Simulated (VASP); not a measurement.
Crystal: WC.

```
W C
1.0
     2.90650    0.00000    0.00000
    -1.45325    2.51710    0.00000
     0.00000    0.00000    2.83660
W C
1 1
Direct
  0.00000 0.00000 0.00000
  0.66667 0.33333 0.50000
```

- Program: VASP 6.6.1
- Task: relaxation of cell and atoms
- Functional: PBEsol
- Potentials or basis: VASP PAW PBE potentials, release 64 (W_sv, C)
- Cutoff: 600 eV
- k mesh: 10 × 10 × 9
- Occupations: fermi-dirac, width 0.05 eV
- Spin: no spin polarisation
- Hubbard terms: W d U = 3.5 eV

At the start: pressure 5.4 GPa; volume 10.38 Å³/atom.

**Question.** How do energy, volume and symmetry change on relaxing?

**Answer.** Over 6 steps the energy falls by 2.3 meV/atom and the volume is 10.51 Å³/atom (+1.3 %); space group P-6m2 (No. 187, to 0.1 Å) before and after.

Step by step:
```tsv
step	energy change (eV)	largest force (eV/Å)	pressure (GPa)	volume (Å³)
1	0.0000	0.0000	5.37	20.75
2	0.0294	0.0000	-13.38	21.81
3	-0.0046	0.0000	-0.03	21.03
4	-0.0046	0.0000	0.02	21.03
5	-0.0046	0.0000	0.01	21.03
6	-0.0046	0.0000	0.04	21.03
```

Final structure:
```
W C
1.0
     2.92018    0.00000    0.00000
    -1.46009    2.52895    0.00000
     0.00000    0.00000    2.84758
W C
1 1
Direct
  0.00000 0.00000 0.00000
  0.66667 0.33333 0.50000
```

Caveat: the PAW data sets were made with another functional, which shifts forces and pressure a little; U without spin polarisation on a metal has little footing; the U is typed as a test and isn't derived for this compound.
